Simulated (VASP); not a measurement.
# P (Imma) in VASP: notebook, part 2 of 2

VASP 6.6.1. The steps go on from the part before.

## Step 3: Single point, r2SCAN (strain -0.080 along x and y, +0.040 along z)

The input, POSCAR:

```
P
1.0
   -1.5561892397      2.3139518343      1.9333019012
    1.5561892397     -2.3139518343      1.9333019012
    1.5561892397      2.3139518343     -1.9333019012
P
2
Direct
    0.8033091100      0.0533091100      0.7500000000
    0.1966908900      0.9466908900      0.2500000000
```

The input, INCAR.step1:

```
PREC = Accurate
ENCUT = 520
ISMEAR = 0
SIGMA = 0.15
LREAL = F
LASPH = T
NELM = 80
NBANDS = 12
GGA = PE
ALGO = Normal
EDIFF = 1E-4
LWAVE = T
LCHARG = F
```

The input, INCAR.step2:

```
PREC = Accurate
ENCUT = 520
EDIFF = 1E-6
ISMEAR = 0
SIGMA = 0.15
LREAL = F
LASPH = T
NELM = 80
ALGO = Normal
ISIF = 2
LWAVE = F
LCHARG = T
METAGGA = R2SCAN
LMIXTAU = T
LELF = T
LVHAR = T
NBANDS = 12
ISTART = 1
```

The input, KPOINTS:

```
Automatic mesh
0
Gamma
  18 18 18
```

Potentials or basis: VASP PAW PBE potentials, release 64 (P).

The run is started by

```console
cat potpaw_PBE.64/P/POTCAR > POTCAR
cp INCAR.step1 INCAR
mpirun -np 1 vasp_std > vasp.out
cp INCAR.step2 INCAR
mpirun -np 1 vasp_std > vasp.out
```

OUTCAR:

```text
PREC = Accurate
   ENCUT = 520
   EDIFF = 1E-6
   ISMEAR = 0
   LREAL = F
   LASPH = T
   NELM = 80
   ISIF = 2
   METAGGA = R2SCAN
   ISTART = 1

 ion  position               nearest neighbor table
   1  0.803  0.053  0.750-   2 2.18   2 2.18   2 2.35   2 2.35   2 2.81   2 2.81
   2  0.197  0.947  0.250-   1 2.18   1 2.18   1 2.35   1 2.35   1 2.81   1 2.81

  LATTYP: Found a body centered orthorhombic cell.
 ALAT       =     3.1123784794
 B/A-ratio  =     1.2423308502
 C/A-ratio  =     1.4869347347

  Lattice vectors:

 A1 = (   1.5561892397,  -2.3139518343,  -1.9333019012)
 A2 = (  -1.5561892397,  -2.3139518343,   1.9333019012)
 A3 = (  -1.5561892397,   2.3139518343,  -1.9333019012)

Analysis of symmetry for initial positions (statically):
=====================================================================
 Subroutine PRICEL returns:
 Original cell was already a primitive cell.

 Routine SETGRP: Setting up the symmetry group for a
 body centered orthorhombic supercell.

 Subroutine GETGRP returns: Found  8 space group operations
 (whereof  4 operations were pure point group operations)
 out of a pool of  8 trial point group operations.

The static configuration has the point symmetry C_2h.
 The point group associated with its full space group is D_2h.

Analysis of symmetry for dynamics (positions and initial velocities):
=====================================================================
 Subroutine PRICEL returns:
 Original cell was already a primitive cell.

 Routine SETGRP: Setting up the symmetry group for a
 body centered orthorhombic supercell.

 Subroutine GETGRP returns: Found  8 space group operations
 (whereof  4 operations were pure point group operations)
 out of a pool of  8 trial point group operations.

The dynamic configuration has the point symmetry C_2h.
 The point group associated with its full space group is D_2h.

 Subroutine INISYM returns: Found  8 space group operations
 (whereof  4 operations are pure point group operations),
 and found     1 'primitive' translations

----------------------------------------------------------------------------------------

                                     Primitive cell

  volume of cell :      27.8469

  direct lattice vectors                    reciprocal lattice vectors
    -1.556189240  2.313951834  1.933301901     0.000000000  0.216080556  0.258624894
     1.556189240 -2.313951834  1.933301901     0.321297685  0.000000000  0.258624894
     1.556189240  2.313951834 -1.933301901     0.321297685  0.216080556  0.000000000

  length of vectors
     3.393192344  3.393192344  3.393192344     0.337012823  0.412454892  0.387198927

  position of ions in fractional coordinates (direct lattice)
     0.803309110  0.053309110  0.750000000
     0.196690890  0.946690890  0.250000000

  ion indices of the primitive-cell ions
   primitive index   ion index
                 1           1
                 2           2

----------------------------------------------------------------------------------------

 KPOINTS: Automatic mesh

Automatic generation of k-mesh.
 Grid dimensions read from file:
 generate k-points for:   18   18   18

 Generating k-lattice:

[... 43 lines left out ...]
   k-points           NKPTS =    865   k-points in BZ     NKDIM =    865   number of bands    NBANDS=     12
   number of dos      NEDOS =    301   number of ions     NIONS =      2
   total plane-waves  NPLWV =  21952
   dimension x,y,z NGX =    28 NGY =   28 NGZ =   28
   dimension x,y,z NGXF=    56 NGYF=   56 NGZF=   56
   ions per type =               2
   NGX,Y,Z   is equivalent  to a cutoff of  13.72, 13.72, 13.72 a.u.
   NGXF,Y,Z  is equivalent  to a cutoff of  27.44, 27.44, 27.44 a.u.
 SYSTEM =  unknown system
   PREC   = accura    normal or accurate (medium, high low for compatibility)
   ISTART =      1    job   : 0-new  1-cont  2-samecut
   ICHARG =      0    charge: 1-file 2-atom 10-const
   ISPIN  =      1    spin polarized calculation?
   LNONCOLLINEAR =      F non collinear calculations
   LSORBIT =      F    spin-orbit coupling
   LASPH  =      T    aspherical Exc in radial PAW
   ENCUT  =  520.0 eV  38.22 Ry    6.18 a.u.   6.31  6.31  6.31*2*pi/ulx,y,z
   NELM   =     80;   NELMIN=  2; NELMDL=  0     # of ELM steps
   EDIFF  = 0.1E-05   stopping-criterion for ELM
   LREAL  =      F    real-space projection
   EDIFFG = 0.1E-04   stopping-criterion for IOM
   NSW    =      0    number of steps for IOM
   IBRION =     -1    ionic relax: 0-MD 1-quasi-New 2-CG
   NFREE  =      0    steps in history (QN), initial steepest desc. (CG)
   ISIF   =      2    stress and relaxation
   ISYM   =      2    0-nonsym 1-usesym 2-fastsym
   POTIM  = 0.5000    time-step for ionic-motion
   TEBEG  =    0.0;   TEEND  =   0.0 temperature during run
   PSTRESS=    0.0 pullay stress
   NELECT =      10.0000    total number of electrons
   NUPDOWN=      -1.0000    fix difference up-down
   EMIN   =  10.00;   EMAX   =-10.00  energy-range for DOS
   EFERMI =   0.00;   METHOD = LEGACY
   ISMEAR =     0;   SIGMA  =   0.15  broadening in eV -4-tet -1-fermi 0-gaus
   EFERMI_NEDOS =   21; number of points for ismear=-14 and -15
   IALGO  =     38    algorithm
   IMIX   =      4    mixing-type and parameters
     AMIX     =   0.40;   BMIX     =  1.00
     AMIX_MAG =   1.60;   BMIX_MAG =  1.00
  volume/ion in A,a.u.               =      13.92        93.96
  Fermi-wavevector in a.u.,A,eV,Ry     =   1.163633  2.198948 18.422857  1.354042
  Thomas-Fermi vector in A             =   2.300180
   LORBIT       =      0    0 simple, 1 ext, 2 COOP (PROOUT), +10 PAW based schemes
   METAGGA = R2SCAN    functional components
   LHFCALC =     F    Hartree Fock is set to
   AEXX    =    0.0000 exact exchange contribution
   IVDW    =     0    specifies the selected vdW correction
   LEPSILON=     F    determine dielectric tensor
   LRPA    =     F    only Hartree local field effects (RPA)
 non-spin polarized calculation
 Gauss-broadening in eV      SIGMA  =   0.15
  energy-cutoff  :      520.00
  volume of cell :       27.85
 maximum number of plane-waves:       765
 NGX is ok and might be reduce to    28
   NGX = 13   NGY = 13   NGZ = 13

 number of electron      10.0000000 magnetization

 Free energy of the ion-electron system (eV)
  ---------------------------------------------------
  ext. energy  EPLUGINS =         0.00000000
  ---------------------------------------------------
  free energy    TOTEN  =       -17.38146762 eV

  energy without entropy =      -17.37627941  energy(sigma->0) =      -17.37887352

 E-fermi :  10.7628     XC(G=0): -12.0145

 val. band max:       10.7592515115   @ k =  -0.4444   0.3889   0.0000
 cond. band min:      10.7660746277   @ k =  -0.3889   0.2778   0.0000
 fundamental gap:      0.0068231162
 Fermi energy:        10.7627681633

 k-point     1 :       0.0000    0.0000    0.0000
  band No.  band energies     occupation
      1      -7.8203      2.00000
      2       6.7184      2.00000
      3       7.0694      2.00000
      4       8.1450      2.00000
      5       9.0274      2.00000
      6      11.7844      0.00000
      7      14.8120      0.00000
      8      14.8477      0.00000
      9      16.9396      0.00000
     10      18.3276      0.00000
     11      18.7732      0.00000
     12      19.0865      0.00000
[... 331 lines left out ...]
 k-point    24 :      -0.2778    0.0556   -0.0000
  band No.  band energies     occupation
      1      -6.8500      2.00000
      2       1.7361      2.00000
      3       7.3262      2.00000
      4       8.1437      2.00000
      5      10.1440      2.00000
      6      13.0136      0.00000
      7      13.5106      0.00000
      8      14.1500      0.00000
      9      17.0755      0.00000
     10      17.8499      0.00000
     11      19.5150      0.00000
     12      22.0769      0.00000

 [... further k-points ...]

------------------------ aborting loop because EDIFF is reached ----------------------------------------

  FORCE on cell =-STRESS in cart. coord.  units (eV):
  Direction    XX          YY          ZZ          XY          YZ          ZX
  --------------------------------------------------------------------------------------
  -------------------------------------------------------------------------------------
  Total        4.2800171      4.5041588      1.1513184      0.0000000      0.0000000      0.0000000
  in kB      246.2519610    259.1480144     66.2414180      0.0000000      0.0000000      0.0000000
  external PRESSURE =     190.5471311 kB  Pullay stress =       0.0000000 kB

 VOLUME and BASIS-vectors are now :
 -----------------------------------------------------------------------------
  energy-cutoff  :      520.00
  volume of cell :       27.85
      direct lattice vectors                 reciprocal lattice vectors
    -1.556189240  2.313951834  1.933301901     0.000000000  0.216080556  0.258624894
     1.556189240 -2.313951834  1.933301901     0.321297685  0.000000000  0.258624894
     1.556189240  2.313951834 -1.933301901     0.321297685  0.216080556  0.000000000

 POSITION                                       TOTAL-FORCE (eV/Angst)
 -----------------------------------------------------------------------------------
      0.00000      3.47093      0.20613        -0.000000      0.000000     -0.612037
      1.55619     -1.15698      1.72718         0.000000     -0.000000      0.612037
 -----------------------------------------------------------------------------------
    total drift:                                0.000000     -0.000000     -0.000000

  FREE ENERGIE OF THE ION-ELECTRON SYSTEM (eV)
  ---------------------------------------------------
  free  energy   TOTEN  =       -17.3814676236 eV

  energy  without entropy=      -17.3762794132  energy(sigma->0) =      -17.37887352
```

Run time: 17 min. Hardware: 1 thread of Oxide Virtual Turin-like, shared host; peak memory 0.3 GiB.

Results:

| Item | Value |
| --- | --- |
| Free energy | -17.3815 eV |
| Pressure | 19.1 GPa |
| Largest force | 0.612 eV/Å |
| Band gap on the k mesh | zero (bands 5 and 6 overlap by 1.90 eV) |

Forces in eV/Å, atoms in the order of the input:
```
P    0.000  0.000 -0.612
P    0.000  0.000  0.612
```

Caveat: the cell differs from its parent crystal (strain -0.080 along x and y, +0.040 along z); the stress differs along the axes, from 7 to 26 GPa; the PAW data sets were made with another functional, which shifts forces and pressure a little.

## Step 4: Single point, r2SCAN (strain -0.040 along x and y, -0.040 along z)

The input, POSCAR:

```
P
1.0
   -1.6238496414      2.4145584358      1.7845863704
    1.6238496414     -2.4145584358      1.7845863704
    1.6238496414      2.4145584358     -1.7845863704
P
2
Direct
    0.8033091100      0.0533091100      0.7500000000
    0.1966908900      0.9466908900      0.2500000000
```

The input, INCAR.step1:

```
  ALGO = Normal
  EDIFF = 1E-4
  ENCUT = 520
  GGA = PE
  ISMEAR = 0
  LASPH = True
  LCHARG = False
  LREAL = False
  LWAVE = True
  NBANDS = 12
  NELM = 60
  PREC = Accurate
  SIGMA = 0.15
```

The input, INCAR.step2:

```
  ALGO = Normal
  EDIFF = 1E-7
  ENCUT = 520
  ISIF = 2
  ISMEAR = 0
  ISTART = 1
  LASPH = True
  LCHARG = False
  LMIXTAU = True
  LREAL = False
  LWAVE = False
  METAGGA = R2SCAN
  NBANDS = 12
  NELM = 60
  PREC = Accurate
  SIGMA = 0.15
```

The input, KPOINTS:

```
k-points
0
Gamma
  18 18 18
```

The run is started by

```console
cat potpaw_PBE.64/P/POTCAR > POTCAR
cp INCAR.step1 INCAR
mpirun -np 1 vasp_std > vasp.out
cp INCAR.step2 INCAR
mpirun -np 1 vasp_std > vasp.out
```

It took 24 min on 1 thread of Oxide Virtual Turin-like, shared host; peak memory 0.3 GiB.

It converged, with:

```
Free energy            : -17.5628 eV
Pressure               : 17.0 GPa
Largest force          : 1.093 eV/Å
Band gap on the k mesh : zero (bands 5 and 6 overlap by 1.54 eV)
```

Forces in eV/Å, atoms in the order of the input:
```
P    0.000  0.000 -1.093
P    0.000  0.000  1.093
```

Stress tensor (GPa, compression positive):
```
21.70  0.00  0.00
 0.00 14.05  0.00
 0.00  0.00 15.32
```

Levels at points of the mesh, in eV from the Fermi level:
```tsv
k point	band 2	band 3	band 4	band 5	band 6	band 7	band 8	band 9
(0.00, 0.00, 0.00)	-3.76	-3.36	-2.71	-2.00	1.40	2.67	4.91	5.05
(0.50, 0.00, 0.00)	-12.67	-3.88	-2.20	-2.09	0.63	1.02	2.53	9.55
(0.00, 0.50, 0.00)	-11.49	-7.10	-6.52	-6.22	-0.19	8.28	8.64	9.45
(0.50, 0.50, 0.00)	-13.87	-4.12	-4.12	-0.29	-0.29	0.51	0.51	11.25
(0.50, 0.50, 0.50)	-10.06	-8.31	-6.38	-6.09	-0.36	8.03	9.62	10.11
```

Caveat: the cell differs from its parent crystal (strain -0.040 along x and y, -0.040 along z); the stress differs along the axes, from 14 to 22 GPa; the PAW data sets were made with another functional, which shifts forces and pressure a little.

## Step 5: Summary

| cell | gap on the mesh (eV) | pressure (GPa) | largest force (eV/Å) |
| --- | --- | --- | --- |
| a = 3.375 Å, angles 122.5, 88.7, 119.1°, 2 atoms | none | 23.5 | 1.74 |
| a = 3.393 Å, angles 125.4, 94.0, 110.5°, 2 atoms | none | 19.1 | 0.61 |
| a = 3.413 Å, angles 123.2, 90.0, 117.0°, 2 atoms | none | 17.0 | 1.09 |

Alike in all rows: task single point; level r2SCAN; potentials or basis VASP PAW PBE potentials, release 64 (P); no spin polarisation; k mesh 18 × 18 × 18; cutoff (eV) 520; smearing gaussian 0.15 eV.

Caveats: the PAW data sets were made with another functional, which shifts forces and pressure a little; the stress differs along the axes, from 12 to 30 GPa (at least some runs); the stress differs along the axes, from 7 to 26 GPa (at least some runs); the stress differs along the axes, from 14 to 22 GPa (at least some runs).

Total energies depend on the potentials used, so only differences within one code and one set of settings carry meaning.

The gap in the log of VASP goes by the Fermi energy; the results here count the filled bands.